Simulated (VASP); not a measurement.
# Hf5H in VASP: further runs

Hf5H is run at these levels: PBE+D3(BJ); tasks: single point.

Program: VASP 6.6.1. These are calculated values, not measurements. Logs are shortened: lines on timing, memory, paths and dates and some standing lists are left out, and cuts for length are marked.

### Step 1. The cell of the first run

The cell holds a slab with vacuum, 6 atoms: a = 4.956 Å, b = 4.956 Å, c = 21.133 Å, α = 90.00°, β = 90.00°, γ = 120.00°.

### Step 2. Single point, PBE+D3(BJ)

INCAR reads:

```
SYSTEM = Hf5H
  PREC = Accurate
  ENCUT = 520
  EDIFF = 1E-6
  ISMEAR = 0
  SIGMA = 0.1
  LREAL = .False.
  LASPH = .True.
  NELM = 100
  ALGO = Normal
  ISIF = 2
  LWAVE = .False.
  LCHARG = .False.
  LDIPOL = .True.
  IDIPOL = 3
  DIPOL = 0.5 0.5 0.313
  GGA = PE
  IVDW = 12
  NBANDS = 34
```

KPOINTS reads:

```
Automatic mesh
0
Gamma
  6 6 1
  0 0 0
```

POSCAR reads:

```
Hf5H
1.0
    4.9564149667      0.0000000000      0.0000000000
   -2.4782074834      4.2923812729      0.0000000000
    0.0000000000      0.0000000000     21.1328376004
Hf H
5 1
Direct
    0.6666666667      0.3333333333      0.1892788879
    0.3333333333      0.6666666667      0.2371533849
    0.0000000000      0.0000000000      0.2763383880
    0.6666666667      0.3333333333      0.3164267596
    0.3333333333      0.6666666667      0.3706476976
    0.5555555556      1.3333333333      0.4889470026
```

Potentials or basis: VASP PAW PBE potentials, release 64 (Hf_pv, H).

The run is started by

```sh
cat potpaw_PBE.64/Hf_pv/POTCAR potpaw_PBE.64/H/POTCAR > POTCAR
mpirun -np 1 vasp_std > vasp.out
```

OUTCAR:

```text
SYSTEM = Hf5H
   PREC = Accurate
   ENCUT = 520
   EDIFF = 1E-6
   ISMEAR = 0
   LREAL = .False.
   LASPH = .True.
   NELM = 100
   ISIF = 2
   GGA = PE
   IVDW = 12
 IVDW          = 12

 ion  position               nearest neighbor table
   1  0.667  0.333  0.189-   4 2.69   2 3.04   2 3.04   2 3.04   3 3.40   3 3.40   3 3.40
   2  0.333  0.667  0.237-   5 2.82   3 2.98   3 2.98   3 2.98   1 3.04   1 3.04   1 3.04   4 3.32
                             4 3.32   4 3.32
   3  0.000  0.000  0.276-   2 2.98   2 2.98   2 2.98   4 2.98   4 2.98   4 2.98   1 3.40   1 3.40
                             1 3.40   5 3.49   5 3.49   5 3.49
   4  0.667  0.333  0.316-   1 2.69   3 2.98   3 2.98   3 2.98   5 3.08   5 3.08   5 3.08   2 3.32
                             2 3.32   2 3.32
   5  0.333  0.667  0.371-   2 2.82   4 3.08   4 3.08   4 3.08   3 3.49   3 3.49   3 3.49
   6  0.556  0.333  0.489-

  LATTYP: Found a hexagonal cell.
 ALAT       =     4.9564149667
 C/A-ratio  =     4.2637345223

  Lattice vectors:

 A1 = (   4.9564149667,   0.0000000000,   0.0000000000)
 A2 = (  -2.4782074834,   4.2923812729,   0.0000000000)
 A3 = (   0.0000000000,   0.0000000000,  21.1328376004)

Analysis of symmetry for initial positions (statically):
=====================================================================
 Subroutine PRICEL returns:
 Original cell was already a primitive cell.

 Routine SETGRP: Setting up the symmetry group for a
 hexagonal supercell.

 Subroutine GETGRP returns: Found  1 space group operations
 (whereof  1 operations were pure point group operations)
 out of a pool of 24 trial point group operations.

The static configuration has the point symmetry C_1 .

Analysis of symmetry for dynamics (positions and initial velocities):
=====================================================================
 Subroutine PRICEL returns:
 Original cell was already a primitive cell.

 Routine SETGRP: Setting up the symmetry group for a
 hexagonal supercell.

 Subroutine GETGRP returns: Found  1 space group operations
 (whereof  1 operations were pure point group operations)
 out of a pool of 24 trial point group operations.

The dynamic configuration has the point symmetry C_1 .

 Subroutine INISYM returns: Found  1 space group operations
 (whereof  1 operations are pure point group operations),
 and found     1 'primitive' translations

----------------------------------------------------------------------------------------

                                     Primitive cell

  volume of cell :     449.5974

  direct lattice vectors                    reciprocal lattice vectors
     4.956414967  0.000000000  0.000000000     0.201758732  0.116485458  0.000000000
    -2.478207483  4.292381273  0.000000000     0.000000000  0.232970917  0.000000000
     0.000000000  0.000000000 21.132837600     0.000000000  0.000000000  0.047319722

  length of vectors
     4.956414967  4.956414967 21.132837600     0.232970917  0.232970917  0.047319722

  position of ions in fractional coordinates (direct lattice)
     0.666666667  0.333333333  0.189278888
     0.333333333  0.666666667  0.237153385
     0.000000000  0.000000000  0.276338388
     0.666666667  0.333333333  0.316426760
     0.333333333  0.666666667  0.370647698
     0.555555556  0.333333333  0.488947003

  ion indices of the primitive-cell ions
   primitive index   ion index
                 1           1
                 2           2
                 3           3
                 4           4
                 5           5
                 6           6

----------------------------------------------------------------------------------------

 KPOINTS: Automatic mesh

Automatic generation of k-mesh.
 Grid dimensions read from file:
 generate k-points for:    6    6    1

 Generating k-lattice:

  Cartesian coordinates                     Fractional coordinates (reciprocal lattice)
     0.033626455  0.019414243  0.000000000     0.166666667  0.000000000  0.000000000
     0.000000000  0.038828486  0.000000000     0.000000000  0.166666667  0.000000000
     0.000000000  0.000000000  0.047319722     0.000000000  0.000000000  1.000000000

  Length of vectors
     0.038828486  0.038828486  0.047319722

  Shift w.r.t. Gamma in fractional coordinates (k-lattice)
     0.000000000  0.000000000  0.000000000

 Subroutine IBZKPT returns following result:
 ===========================================

 Found     20 irreducible k-points:

 Following reciprocal coordinates:
            Coordinates               Weight
  0.000000  0.000000  0.000000      1.000000
  0.166667  0.000000  0.000000      2.000000
  0.000000  0.166667  0.000000      2.000000
 -0.166667  0.166667  0.000000      2.000000
  0.333333  0.000000  0.000000      2.000000
  0.000000  0.333333  0.000000      2.000000
[... 12 lines left out ...]
  0.500000 -0.166667  0.000000      2.000000
  0.333333  0.333333  0.000000      2.000000
   k-points           NKPTS =     20   k-points in BZ     NKDIM =     20   number of bands    NBANDS=     34
   number of dos      NEDOS =    301   number of ions     NIONS =      6
   total plane-waves  NPLWV = 256000
   dimension x,y,z NGX =    40 NGY =   40 NGZ =  160
   dimension x,y,z NGXF=    80 NGYF=   80 NGZF=  320
   ions per type =               5   1
   NGX,Y,Z   is equivalent  to a cutoff of  13.42, 13.42, 12.59 a.u.
   NGXF,Y,Z  is equivalent  to a cutoff of  26.83, 26.83, 25.17 a.u.
 SYSTEM =  Hf5H
   PREC   = accura    normal or accurate (medium, high low for compatibility)
   ISTART =      0    job   : 0-new  1-cont  2-samecut
   ICHARG =      2    charge: 1-file 2-atom 10-const
   ISPIN  =      1    spin polarized calculation?
   LNONCOLLINEAR =      F non collinear calculations
   LSORBIT =      F    spin-orbit coupling
   LASPH  =      T    aspherical Exc in radial PAW
   ENCUT  =  520.0 eV  38.22 Ry    6.18 a.u.   9.22  9.22 39.29*2*pi/ulx,y,z
   NELM   =    100;   NELMIN=  2; NELMDL= -5     # of ELM steps
   EDIFF  = 0.1E-05   stopping-criterion for ELM
   LREAL  =      F    real-space projection
   EDIFFG = 0.1E-04   stopping-criterion for IOM
   NSW    =      0    number of steps for IOM
   IBRION =     -1    ionic relax: 0-MD 1-quasi-New 2-CG
   NFREE  =      0    steps in history (QN), initial steepest desc. (CG)
   ISIF   =      2    stress and relaxation
   ISYM   =      2    0-nonsym 1-usesym 2-fastsym
   POTIM  = 0.5000    time-step for ionic-motion
   TEBEG  =    0.0;   TEEND  =   0.0 temperature during run
   PSTRESS=    0.0 pullay stress
   NELECT =      51.0000    total number of electrons
   NUPDOWN=      -1.0000    fix difference up-down
   EMIN   =  10.00;   EMAX   =-10.00  energy-range for DOS
   EFERMI =   0.00;   METHOD = LEGACY
   ISMEAR =     0;   SIGMA  =   0.10  broadening in eV -4-tet -1-fermi 0-gaus
   EFERMI_NEDOS =   21; number of points for ismear=-14 and -15
   IALGO  =     38    algorithm
   IMIX   =      4    mixing-type and parameters
     AMIX     =   0.40;   BMIX     =  1.00
     AMIX_MAG =   1.60;   BMIX_MAG =  1.00
  volume/ion in A,a.u.               =      74.93       505.67
  Fermi-wavevector in a.u.,A,eV,Ry     =   0.792484  1.497577  8.544871  0.628030
  Thomas-Fermi vector in A             =   1.898231
   LORBIT       =      0    0 simple, 1 ext, 2 COOP (PROOUT), +10 PAW based schemes
   GGA     = PE    functional components
   LHFCALC =     F    Hartree Fock is set to
   AEXX    =    0.0000 exact exchange contribution
   IVDW    =    12    specifies the selected vdW correction
   LEPSILON=     F    determine dielectric tensor
   LRPA    =     F    only Hartree local field effects (RPA)
 non-spin polarized calculation
 Gauss-broadening in eV      SIGMA  =   0.10
  energy-cutoff  :      520.00
  volume of cell :      449.60
 maximum number of plane-waves:     12126
 NGX is ok and might be reduce to    40
   NGX = 19   NGY = 19   NGZ = 79

 dipolmoment           0.000000      0.000000     -0.783476 electrons x Angstroem

 number of electron      51.0000004 magnetization

 dipolmoment           0.000000      0.000000      0.317850 electrons x Angstroem

 Free energy of the ion-electron system (eV)
  ---------------------------------------------------
  ext. energy  EPLUGINS =         0.00000000
  ---------------------------------------------------
  free energy    TOTEN  =       -45.31840904 eV

  energy without entropy =      -45.25812667  energy(sigma->0) =      -45.28826785

 E-fermi :  -2.2507     XC(G=0):  -4.0237

 val. band max:       -2.2521975501   @ k =   0.0000   0.0000   0.0000
 cond. band min:      -2.2453511772   @ k =  -0.3333   0.1667   0.0000
 fundamental gap:      0.0068463729
 Fermi energy:        -2.2507269982

 k-point     1 :       0.0000    0.0000    0.0000
  band No.  band energies     occupation
      1     -33.7005      2.00000
      2     -33.6506      2.00000
      3     -33.6409      2.00000
      4     -33.5581      2.00000
      5     -33.2931      2.00000
      6     -33.2910      2.00000
[... 26 lines left out ...]
     33       0.4857      0.00000
     34       0.4914      0.00000

 k-point     2 :       0.1667    0.0000    0.0000
  band No.  band energies     occupation
      1     -33.7033      2.00000
      2     -33.6546      2.00000
      3     -33.6445      2.00000
      4     -33.5606      2.00000
      5     -33.3025      2.00000
      6     -33.2952      2.00000
[... 26 lines left out ...]
     33       0.1361      0.00000
     34       0.3191      0.00000
[... 627 lines left out ...]
     33      -0.3806      0.00000
     34      -0.1211      0.00000

 k-point    20 :       0.3333    0.3333    0.0000
  band No.  band energies     occupation
      1     -33.7166      2.00000
      2     -33.6631      2.00000
      3     -33.6492      2.00000
      4     -33.5781      2.00000
      5     -33.3242      2.00000
      6     -33.2776      2.00000
[... 26 lines left out ...]
     33      -0.5718      0.00000
     34      -0.3500      0.00000

------------------------ aborting loop because EDIFF is reached ----------------------------------------

 vacuum level on the upper side and lower side of the slab       (xc-potential included)         1.150        -1.488

 Edisp (eV)   -1.22238

 E8    (eV) :    -0.6767

  FORCE on cell =-STRESS in cart. coord.  units (eV):
  Direction    XX          YY          ZZ          XY          YZ          ZX
  --------------------------------------------------------------------------------------
  -------------------------------------------------------------------------------------
  Total      -4.43148    -4.39215    -1.85329     0.48058     0.18822    -0.04271
  in kB     -15.79193   -15.65180    -6.60436     1.71258     0.67073    -0.15221
  external pressure =      -12.68 kB  Pullay stress =        0.00 kB

 VOLUME and BASIS-vectors are now :
 -----------------------------------------------------------------------------
  energy-cutoff  :      520.00
  volume of cell :      449.60
      direct lattice vectors                 reciprocal lattice vectors
     4.956414967  0.000000000  0.000000000     0.201758732  0.116485458  0.000000000
    -2.478207483  4.292381273  0.000000000     0.000000000  0.232970917  0.000000000
     0.000000000  0.000000000 21.132837600     0.000000000  0.000000000  0.047319722

 POSITION                                       TOTAL-FORCE (eV/Angst)
 -----------------------------------------------------------------------------------
      2.47821      1.43079      4.00000         0.002538     -0.005057     -1.268684
     -0.00000      2.86159      5.01172         0.024380     -0.007888      1.084125
      0.00000      0.00000      5.83981        -0.039610      0.001556     -0.089728
      2.47821      1.43079      6.68700        -0.076251      0.028696      0.600892
     -0.00000      2.86159      7.83284         0.141166     -0.090306      0.924546
      1.92749      1.43079     10.33284        -0.052224      0.072999     -1.251150
 -----------------------------------------------------------------------------------
    total drift:                               -0.000008     -0.000009      0.000105

  FREE ENERGIE OF THE ION-ELECTRON SYSTEM (eV)
  ---------------------------------------------------
  free  energy   TOTEN  =       -46.5407900381 eV

  energy  without entropy=      -46.4805076703  energy(sigma->0) =      -46.51064885

 vacuum level on the upper side and lower side of the slab         3.730         1.027
```

Wall time 9.3 min (1 thread of Intel Xeon 6975P-C (Granite Rapids), shared host); peak memory 0.68 GiB.

What came out:

```
Free energy                : -46.5408 eV
Largest force              : 1.269 eV/Å
Band gap on the k mesh     : zero (an odd number of electrons rules out a gap without spin polarisation)
Dispersion energy per atom : -0.204 eV
```

Forces in eV/Å, atoms in the order of the input:
```
Hf   0.003 -0.005 -1.269
Hf   0.024 -0.008  1.084
Hf  -0.040  0.002 -0.090
Hf  -0.076  0.029  0.601
Hf   0.141 -0.090  0.925
H   -0.052  0.073 -1.251
```

Levels at points of the mesh, in eV from the Fermi level:
```tsv
k point	band 24	band 25	band 26	band 27	band 28	band 29
(0.00, 0.00, 0.00)	-0.30	-0.27	-0.24	0.00	0.01	0.30
(0.50, 0.00, 0.00)	-0.35	-0.10	-0.02	0.03	0.11	0.49
(0.00, 0.50, 0.00)	-0.36	-0.13	-0.02	0.03	0.11	0.53
(0.50, 0.50, 0.00)	-0.36	-0.13	-0.02	0.02	0.11	0.55
```

Caveat: spin-orbit coupling is left out, which moves the levels of the heavy elements.

### Step 3. Single point, PBE+D3(BJ)

INCAR reads:

```
PREC = Accurate ; ENCUT = 520
EDIFF = 1E-6 ; ISMEAR = 0
SIGMA = 0.1 ; LREAL = F
LASPH = T ; NELM = 80
ALGO = Normal ; ISIF = 2
LWAVE = F ; LCHARG = F
LDIPOL = T ; IDIPOL = 3
DIPOL = 0.5 0.5 0.313 ; GGA = PE
IVDW = 12 ; NBANDS = 34
```

KPOINTS reads:

```
regular mesh
0
Gamma
  6 6 1
```

POSCAR, as its differences from that of step 2:

```diff
@@ -13,2 +13,2 @@
     0.3333333333      0.6666666667      0.3706476976
-    0.5555555556      1.3333333333      0.4889470026
+    1.0000000000      0.8888888889      0.4889470026
```

Potentials or basis: VASP PAW PBE potentials, release 64 (Hf_pv, H).

The run is started by

```sh
cat potpaw_PBE.64/Hf_pv/POTCAR potpaw_PBE.64/H/POTCAR > POTCAR
mpirun -np 1 vasp_std > vasp.out
```

Run time: 9.4 min. Hardware: 1 thread of Intel Xeon 6975P-C (Granite Rapids), shared host; peak memory 0.7 GiB.

It converged, with:

```
Free energy                : -46.2214 eV
Largest force              : 1.152 eV/Å
Band gap on the k mesh     : zero (an odd number of electrons rules out a gap without spin polarisation)
Dispersion energy per atom : -0.204 eV
```

Forces on the atoms (eV/Å):
```
Hf  -0.014  0.017 -1.023
Hf  -0.012  0.010  1.152
Hf   0.019  0.008  0.038
Hf   0.054 -0.045 -0.183
Hf  -0.214  0.206  0.914
H    0.166 -0.197 -0.897
```

Levels at points of the mesh, in eV from the Fermi level:
| k point | band 23 | band 24 | band 25 | band 26 | band 27 | band 28 | band 29 | band 30 |
| --- | --- | --- | --- | --- | --- | --- | --- | --- |
| (0.00, 0.00, 0.00) | -0.75 | -0.31 | -0.28 | -0.22 | -0.03 | -0.01 | 0.23 | 1.04 |
| (0.50, 0.00, 0.00) | -0.66 | -0.35 | -0.17 | -0.03 | 0.05 | 0.10 | 0.42 | 1.05 |
| (0.00, 0.50, 0.00) | -0.56 | -0.32 | -0.16 | -0.03 | 0.07 | 0.10 | 0.32 | 0.96 |
| (0.50, 0.50, 0.00) | -0.77 | -0.37 | -0.18 | -0.03 | 0.07 | 0.10 | 0.48 | 1.06 |

Caveat: spin-orbit coupling is left out, which moves the levels of the heavy elements.
